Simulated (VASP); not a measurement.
Input of a VASP 6.6.1 run:

The input INCAR:

```
  PREC = Accurate
  ENCUT = 500
  EDIFF = 1E-7
  ISMEAR = -1
  SIGMA = 0.05
  LREAL = F
  LASPH = T
  NELM = 120
  ALGO = Normal
  ISIF = 3
  LWAVE = F
  LCHARG = F
  GGA = PS
  IBRION = 2
  NSW = 100
  EDIFFG = -0.002
  GGA_COMPAT = F
  NELMIN = 4
```

The input KPOINTS:

```
Automatic mesh
0
Gamma
  16 16 16
```

POSCAR

```
BP
1.0
    0.0000000000      2.2690000000      2.2690000000
    2.2690000000      0.0000000000      2.2690000000
    2.2690000000      2.2690000000      0.0000000000
B P
1 1
Direct
    0.0000000000      0.0000000000      0.0000000000
    0.7500000000      0.7500000000      0.7500000000
```

Potentials or basis: VASP PAW PBE potentials, release 64 (B, P).

Command:

```bash
$ cat potpaw_PBE.64/B/POTCAR potpaw_PBE.64/P/POTCAR > POTCAR
$ mpirun -np 1 vasp_std > vasp.out
```

What does it give for the relaxed volume?

11.55 Å³/atom.

What does it give for the relaxed cell?

a = 3.197 Å, b = 3.197 Å, c = 3.197 Å, α = 60.00°, β = 60.00°, γ = 60.00°.

Final structure:
```yaml
crystal:
  lattice:
    - [0.00000, 2.26054, 2.26054]
    - [2.26054, 0.00000, 2.26054]
    - [2.26054, 2.26054, 0.00000]
  atoms:
    - { symbol: B, position: [0.00000, 0.00000, 0.00000] }
    - { symbol: P, position: [0.75000, 0.75000, 0.75000] }
```

Caveat: the PAW data sets were made with another functional, which shifts forces and pressure a little.
